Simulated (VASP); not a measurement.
# Ru (P6_3/mmc) in VASP: a series of runs

Ru is run at these levels: PBE; tasks: single point.

Program: VASP 6.6.1. These are calculated values, not measurements. Logs are shortened: lines on timing, memory, paths and dates and some standing lists are left out, and cuts for length are marked.

## 1. The cell of the first run

The structure is hexagonal, space group P6_3/mmc (No. 194). The conventional cell has a = 2.667 Å, b = 2.667 Å, c = 4.202 Å, α = 90.00°, β = 90.00°, γ = 120.00°. Ru (site symmetry -6m2) has 12 Ru at 2.60 to 2.67 Å within 3.4 Å.

## 2. Single point, PBE (volume scaled by 0.9405)

The input, INCAR:

```
PREC     = Accurate       # precision mode
ENCUT    = 520            # plane-wave cutoff, eV
EDIFF    = 1E-6           # SCF threshold, eV
ISMEAR   = -1             # smearing method
SIGMA    = 0.05           # smearing width, eV
LREAL    = False          # projectors in reciprocal space
LASPH    = True           # aspherical terms in the spheres
NELM     = 100            # most SCF steps
ALGO     = Normal         # electronic algorithm
ISIF     = 2              # what is computed and relaxed
LWAVE    = False          # write WAVECAR
LCHARG   = False          # write CHGCAR
GGA      = PE             # functional
NBANDS   = 21             # bands
```

The input, KPOINTS:

```
regular mesh
0
Gamma
  16 16 9
```

The input, POSCAR:

```
Ru
1.0
    2.6673495166      0.0000000000      0.0000000000
   -1.3336747583      2.3099924422      0.0000000000
    0.0000000000      0.0000000000      4.2016474205
Ru
2
Direct
    0.3333333333      0.6666666667      0.2500000000
    0.6666666667      0.3333333333      0.7500000000
```

Potentials or basis: VASP PAW PBE potentials, release 64 (Ru_pv).

Started as:

```
cat potpaw_PBE.64/Ru_pv/POTCAR > POTCAR
mpirun -np 1 vasp_std > vasp.out
```

OUTCAR:

```text
PREC = Accurate
   ENCUT = 520
   EDIFF = 1E-6
   ISMEAR = -1
   LREAL = False
   LASPH = True
   NELM = 100
   ISIF = 2
   GGA = PE

 ion  position               nearest neighbor table
   1  0.333  0.667  0.250-   2 2.60   2 2.60   2 2.60   2 2.60   2 2.60   2 2.60
   2  0.667  0.333  0.750-   1 2.60   1 2.60   1 2.60   1 2.60   1 2.60   1 2.60

  LATTYP: Found a hexagonal cell.
 ALAT       =     2.6673495166
 C/A-ratio  =     1.5752144195

  Lattice vectors:

 A1 = (   2.6673495166,   0.0000000000,   0.0000000000)
 A2 = (  -1.3336747583,   2.3099924422,   0.0000000000)
 A3 = (   0.0000000000,   0.0000000000,   4.2016474205)

Analysis of symmetry for initial positions (statically):
=====================================================================
 Subroutine PRICEL returns:
 Original cell was already a primitive cell.

 Routine SETGRP: Setting up the symmetry group for a
 hexagonal supercell.

 Subroutine GETGRP returns: Found 24 space group operations
 (whereof 12 operations were pure point group operations)
 out of a pool of 24 trial point group operations.

The static configuration has the point symmetry D_3d.
 The point group associated with its full space group is D_6h.

Analysis of symmetry for dynamics (positions and initial velocities):
=====================================================================
 Subroutine PRICEL returns:
 Original cell was already a primitive cell.

 Routine SETGRP: Setting up the symmetry group for a
 hexagonal supercell.

 Subroutine GETGRP returns: Found 24 space group operations
 (whereof 12 operations were pure point group operations)
 out of a pool of 24 trial point group operations.

The dynamic configuration has the point symmetry D_3d.
 The point group associated with its full space group is D_6h.

 Subroutine INISYM returns: Found 24 space group operations
 (whereof 12 operations are pure point group operations),
 and found     1 'primitive' translations

----------------------------------------------------------------------------------------

                                     Primitive cell

  volume of cell :      25.8887

  direct lattice vectors                    reciprocal lattice vectors
     2.667349517  0.000000000  0.000000000     0.374903999  0.216450925  0.000000000
    -1.333674758  2.309992442  0.000000000     0.000000000  0.432901849  0.000000000
     0.000000000  0.000000000  4.201647420     0.000000000  0.000000000  0.238001884

  length of vectors
     2.667349517  2.667349517  4.201647420     0.432901849  0.432901849  0.238001884

  position of ions in fractional coordinates (direct lattice)
     0.333333333  0.666666667  0.250000000
     0.666666667  0.333333333  0.750000000

  ion indices of the primitive-cell ions
   primitive index   ion index
                 1           1
                 2           2

----------------------------------------------------------------------------------------

 KPOINTS: regular mesh

Automatic generation of k-mesh.
 Grid dimensions read from file:
 generate k-points for:   16   16    9

 Generating k-lattice:

  Cartesian coordinates                     Fractional coordinates (reciprocal lattice)
     0.023431500  0.013528183  0.000000000     0.062500000  0.000000000  0.000000000
     0.000000000  0.027056366  0.000000000     0.000000000  0.062500000  0.000000000
     0.000000000  0.000000000  0.026444654     0.000000000  0.000000000  0.111111111

  Length of vectors
     0.027056366  0.027056366  0.026444654

  Shift w.r.t. Gamma in fractional coordinates (k-lattice)
     0.000000000  0.000000000  0.000000000

 Subroutine IBZKPT returns following result:
 ===========================================

 Found    150 irreducible k-points:

 Following reciprocal coordinates:
            Coordinates               Weight
  0.000000  0.000000  0.000000      1.000000
  0.062500  0.000000  0.000000      6.000000
  0.125000  0.000000  0.000000      6.000000
  0.187500 -0.000000  0.000000      6.000000
  0.250000  0.000000  0.000000      6.000000
  0.312500  0.000000  0.000000      6.000000
[... 16 lines left out ...]
  0.187500  0.187500  0.000000      6.000000
  0.250000  0.187500  0.000000     12.000000
 [... further k-points ...]
   k-points           NKPTS =    150   k-points in BZ     NKDIM =    150   number of bands    NBANDS=     21
   number of dos      NEDOS =    301   number of ions     NIONS =      2
   total plane-waves  NPLWV =  12800
   dimension x,y,z NGX =    20 NGY =   20 NGZ =   32
   dimension x,y,z NGXF=    40 NGYF=   40 NGZF=   64
   ions per type =               2
   NGX,Y,Z   is equivalent  to a cutoff of  12.47, 12.47, 12.66 a.u.
   NGXF,Y,Z  is equivalent  to a cutoff of  24.93, 24.93, 25.32 a.u.
 SYSTEM =  unknown system
   PREC   = accura    normal or accurate (medium, high low for compatibility)
   ISTART =      0    job   : 0-new  1-cont  2-samecut
   ICHARG =      2    charge: 1-file 2-atom 10-const
   ISPIN  =      1    spin polarized calculation?
   LNONCOLLINEAR =      F non collinear calculations
   LSORBIT =      F    spin-orbit coupling
   LASPH  =      T    aspherical Exc in radial PAW
   ENCUT  =  520.0 eV  38.22 Ry    6.18 a.u.   4.96  4.96  7.81*2*pi/ulx,y,z
   NELM   =    100;   NELMIN=  2; NELMDL= -5     # of ELM steps
   EDIFF  = 0.1E-05   stopping-criterion for ELM
   LREAL  =      F    real-space projection
   EDIFFG = 0.1E-04   stopping-criterion for IOM
   NSW    =      0    number of steps for IOM
   IBRION =     -1    ionic relax: 0-MD 1-quasi-New 2-CG
   NFREE  =      0    steps in history (QN), initial steepest desc. (CG)
   ISIF   =      2    stress and relaxation
   ISYM   =      2    0-nonsym 1-usesym 2-fastsym
   POTIM  = 0.5000    time-step for ionic-motion
   TEBEG  =    0.0;   TEEND  =   0.0 temperature during run
   PSTRESS=    0.0 pullay stress
   NELECT =      28.0000    total number of electrons
   NUPDOWN=      -1.0000    fix difference up-down
   EMIN   =  10.00;   EMAX   =-10.00  energy-range for DOS
   EFERMI =   0.00;   METHOD = LEGACY
   ISMEAR =    -1;   SIGMA  =   0.05  broadening in eV -4-tet -1-fermi 0-gaus
   EFERMI_NEDOS =   21; number of points for ismear=-14 and -15
   IALGO  =     38    algorithm
   IMIX   =      4    mixing-type and parameters
     AMIX     =   0.40;   BMIX     =  1.00
     AMIX_MAG =   1.60;   BMIX_MAG =  1.00
  volume/ion in A,a.u.               =      12.94        87.35
  Fermi-wavevector in a.u.,A,eV,Ry     =   1.680444  3.175579 38.421401  2.823893
  Thomas-Fermi vector in A             =   2.764178
   LORBIT       =      0    0 simple, 1 ext, 2 COOP (PROOUT), +10 PAW based schemes
   GGA     = PE    functional components
   LHFCALC =     F    Hartree Fock is set to
   AEXX    =    0.0000 exact exchange contribution
   IVDW    =     0    specifies the selected vdW correction
   LEPSILON=     F    determine dielectric tensor
   LRPA    =     F    only Hartree local field effects (RPA)
 non-spin polarized calculation
  energy-cutoff  :      520.00
  volume of cell :       25.89
 maximum number of plane-waves:       716
 NGX is ok and might be reduce to    20
   NGX =  9   NGY =  9   NGZ = 15

 number of electron      27.9999992 magnetization

 Free energy of the ion-electron system (eV)
  ---------------------------------------------------
  ext. energy  EPLUGINS =         0.00000000
  ---------------------------------------------------
  free energy    TOTEN  =       -18.36918559 eV

  energy without entropy =      -18.35877912  energy(sigma->0) =      -18.36398236

 E-fermi :  13.7524     XC(G=0): -14.4186

 val. band max:       13.7498246577   @ k =   0.4375   0.0625   0.3333
 cond. band min:      13.7663559561   @ k =   0.0625   0.0000   0.0000
 fundamental gap:      0.0165312983
 Fermi energy:        13.7524168797

 k-point     1 :       0.0000    0.0000    0.0000
  band No.  band energies     occupation
      1     -30.1217      2.00000
      2     -29.0329      2.00000
      3     -29.0329      2.00000
      4     -28.8312      2.00000
      5     -28.8312      2.00000
      6     -28.7732      2.00000
[... 13 lines left out ...]
     20      24.0890      0.00000
     21      24.7198      0.00000

 k-point     2 :       0.0625    0.0000    0.0000
  band No.  band energies     occupation
      1     -30.1061      2.00000
      2     -29.0660      2.00000
      3     -29.0442      2.00000
      4     -28.8658      2.00000
      5     -28.8355      2.00000
      6     -28.7806      2.00000
[... 13 lines left out ...]
     20      24.0889      0.00000
     21      24.6976      0.00000

 k-point     3 :       0.1250    0.0000    0.0000
  band No.  band energies     occupation
      1     -30.0605      2.00000
      2     -29.1601      2.00000
      3     -29.0756      2.00000
      4     -28.9630      2.00000
      5     -28.8484      2.00000
      6     -28.8027      2.00000
[... 13 lines left out ...]
     20      24.0889      0.00000
     21      24.6212      0.00000

 k-point     4 :       0.1875   -0.0000    0.0000
  band No.  band energies     occupation
      1     -29.9883      2.00000
      2     -29.3010      2.00000
      3     -29.1211      2.00000
      4     -29.1050      2.00000
      5     -28.8689      2.00000
      6     -28.8397      2.00000
[... 13 lines left out ...]
     20      24.0889      0.00000
     21      24.4846      0.00000

 k-point     5 :       0.2500    0.0000    0.0000
  band No.  band energies     occupation
      1     -29.8952      2.00000
      2     -29.4670      2.00000
      3     -29.2674      2.00000
      4     -29.1729      2.00000
      5     -28.8944      2.00000
      6     -28.8910      2.00000
[... 13 lines left out ...]
     20      24.0888      0.00000
     21      24.3161      0.00000

 k-point     6 :       0.3125    0.0000    0.0000
  band No.  band energies     occupation
      1     -29.7894      2.00000
      2     -29.6327      2.00000
      3     -29.4248      2.00000
      4     -29.2232      2.00000
      5     -28.9550      2.00000
      6     -28.9211      2.00000
[... 13 lines left out ...]
     20      24.0887      0.00000
     21      24.1488      0.00000

 k-point     7 :       0.3750   -0.0000    0.0000
  band No.  band energies     occupation
      1     -29.7726      2.00000
      2     -29.6826      2.00000
      3     -29.5547      2.00000
      4     -29.2648      2.00000
      5     -29.0261      2.00000
      6     -28.9443      2.00000
[... 13 lines left out ...]
     20      24.0889      0.00000
     21      24.6502      0.00000
[... 291 lines left out ...]
      1     -29.7461      2.00000
      2     -29.6486      2.00000
      3     -29.5673      2.00000
      4     -29.3029      2.00000
      5     -29.0499      2.00000
      6     -29.0226      2.00000
[... 13 lines left out ...]
     20      24.0889      0.00000
     21      25.0561      0.00000

 k-point    21 :       0.3750    0.1250    0.0000
  band No.  band energies     occupation
      1     -29.8317      2.00000
      2     -29.6175      2.00000
      3     -29.5590      2.00000
      4     -29.3521      2.00000
      5     -29.1173      2.00000
      6     -29.0435      2.00000
[... 13 lines left out ...]
     20      24.0883      0.00000
     21      25.3907      0.00000

 k-point    22 :       0.4375    0.1250    0.0000
  band No.  band energies     occupation
      1     -29.8616      2.00000
      2     -29.6350      2.00000
      3     -29.5198      2.00000
      4     -29.3695      2.00000
      5     -29.1487      2.00000
      6     -29.0508      2.00000
[... 13 lines left out ...]
     20      24.0879      0.00000
     21      25.5489      0.00000

 k-point    23 :       0.1875    0.1875    0.0000
  band No.  band energies     occupation
      1     -29.7633      2.00000
      2     -29.5392      2.00000
      3     -29.5355      2.00000
      4     -29.2076      2.00000
      5     -29.0174      2.00000
      6     -28.9713      2.00000
[... 13 lines left out ...]
     20      24.0887      0.00000
     21      24.4029      0.00000

 k-point    24 :       0.2500    0.1875    0.0000
  band No.  band energies     occupation
      1     -29.6678      2.00000
      2     -29.6607      2.00000
      3     -29.5820      2.00000
      4     -29.2876      2.00000
      5     -29.0757      2.00000
      6     -29.0409      2.00000
[... 13 lines left out ...]
     20      24.4469      0.00000
     21      25.2576      0.00000

 [... further k-points ...]

------------------------ aborting loop because EDIFF is reached ----------------------------------------

  FORCE on cell =-STRESS in cart. coord.  units (eV):
  Direction    XX          YY          ZZ          XY          YZ          ZX
  --------------------------------------------------------------------------------------
  -------------------------------------------------------------------------------------
  Total        3.5220969      3.5220969      3.7550815     -0.0000000     -0.0000000      0.0000000
  in kB      217.9725418    217.9725418    232.3912939     -0.0000000     -0.0000000      0.0000000
  external PRESSURE =     222.7787925 kB  Pullay stress =       0.0000000 kB

 VOLUME and BASIS-vectors are now :
 -----------------------------------------------------------------------------
  energy-cutoff  :      520.00
  volume of cell :       25.89
      direct lattice vectors                 reciprocal lattice vectors
     2.667349517  0.000000000  0.000000000     0.374903999  0.216450925  0.000000000
    -1.333674758  2.309992442  0.000000000     0.000000000  0.432901849  0.000000000
     0.000000000  0.000000000  4.201647420     0.000000000  0.000000000  0.238001884

 POSITION                                       TOTAL-FORCE (eV/Angst)
 -----------------------------------------------------------------------------------
     -0.00000      1.53999      1.05041        -0.000000     -0.000000      0.000000
      1.33367      0.77000      3.15124         0.000000      0.000000      0.000000
 -----------------------------------------------------------------------------------
    total drift:                               -0.000000      0.000000     -0.000000

  FREE ENERGIE OF THE ION-ELECTRON SYSTEM (eV)
  ---------------------------------------------------
  free  energy   TOTEN  =       -18.3691855924 eV

  energy  without entropy=      -18.3587791186  energy(sigma->0) =      -18.36398236
```

Wall time 27 s (1 thread of Intel Xeon 6975P-C (Granite Rapids), shared host); peak memory 0.18 GiB.

What came out:

```yaml
Free_energy: -18.3692 eV
Pressure: 22.3 GPa
Band_gap_on_the_k_mesh: zero (band 14 reaches 15.44 eV, above the bottom of band 15 at 12.04 eV)
```

Stress tensor (GPa, compression positive):
```
21.80  0.00  0.00
 0.00 21.80  0.00
 0.00  0.00 23.24
```

## 3. Single point, PBE (volume scaled by 0.97)

The input, INCAR:

```
SYSTEM = Ru
  PREC = Accurate
  ENCUT = 520
  EDIFF = 1E-6
  ISMEAR = -1
  SIGMA = 0.05
  LREAL = .False.
  LASPH = .True.
  NELM = 100
  ALGO = Normal
  ISIF = 2
  LWAVE = .False.
  LCHARG = .False.
  GGA = PE
  NBANDS = 21
```

The input, KPOINTS:

```
regular mesh
0
Gamma
  16 16 9
  0 0 0
```

The input, POSCAR:

```
Ru
1.0
    2.6949511999      0.0000000000      0.0000000000
   -1.3474755999      2.3338962011      0.0000000000
    0.0000000000      0.0000000000      4.2451259900
Ru
2
Direct
    0.3333333333      0.6666666667      0.2500000000
    0.6666666667      0.3333333333      0.7500000000
```

Potentials or basis: VASP PAW PBE potentials, release 64 (Ru_pv).

Started as:

```
cat potpaw_PBE.64/Ru_pv/POTCAR > POTCAR
mpirun -np 1 vasp_std > vasp.out
```

Run time: 29 s. Hardware: 1 thread of Intel Xeon 6975P-C (Granite Rapids), shared host; peak memory 0.18 GiB.

The run converged. Its results:

| Property | Result |
| --- | --- |
| Free energy | -18.4513 eV |
| Pressure | 10.2 GPa |
| Band gap on the k mesh | zero (band 14 reaches 14.77 eV, above the bottom of band 15 at 11.54 eV) |

Stress tensor (GPa, compression positive):
```
10.01  0.00  0.00
 0.00 10.01  0.00
 0.00  0.00 10.67
```

Levels at points of the mesh, in eV from the Fermi level:
| k point | band 10 | band 11 | band 12 | band 13 | band 14 | band 15 | band 16 | band 17 | band 18 | band 19 |
| --- | --- | --- | --- | --- | --- | --- | --- | --- | --- | --- |
| (0.00, 0.00, 0.00) | -2.69 | -2.46 | -1.98 | -1.98 | -1.48 | -1.48 | 1.19 | 1.19 | 1.35 | 10.36 |
| (0.50, 0.00, 0.00) | -3.14 | -2.11 | -1.85 | -1.55 | 1.42 | 1.86 | 1.97 | 4.13 | 6.22 | 10.37 |
